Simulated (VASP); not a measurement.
Crystal: Hg.

```xyz
1
Lattice="-1.8767 1.8767 1.9168 1.8767 -1.8767 1.9168 1.8767 1.8767 -1.9168" Properties=species:S:1:pos:R:3 pbc="T T T"
Hg    0.0000    0.0000    1.9168
```

Base run:

```yaml
Program: VASP 6.6.1
Functional: PBE
Potentials_or_basis: VASP PAW PBE potentials, release 64 (Hg)
Cutoff: 520 eV
k_mesh: 10 × 10 × 10
Occupations: gaussian, width 0.05 eV
Spin: no spin polarisation
```

Its results: band gap on the k mesh zero (band 6 reaches 4.02 eV, above the bottom of band 7 at 0.90 eV); pressure 1.7 GPa.

Problem. The run is repeated on the same cell with these changes: functional from PBE to PBEsol; occupations from gaussian, width 0.05 eV to gaussian, width 0.1 eV. What comes out?

Solution. Band gap on the k mesh zero (band 6 reaches 3.83 eV, above the bottom of band 7 at 0.63 eV); pressure -2.2 GPa.

Caveats: spin-orbit coupling is left out, which moves the levels of the heavy elements; the PAW data sets were made with another functional, which shifts forces and pressure a little (some runs).
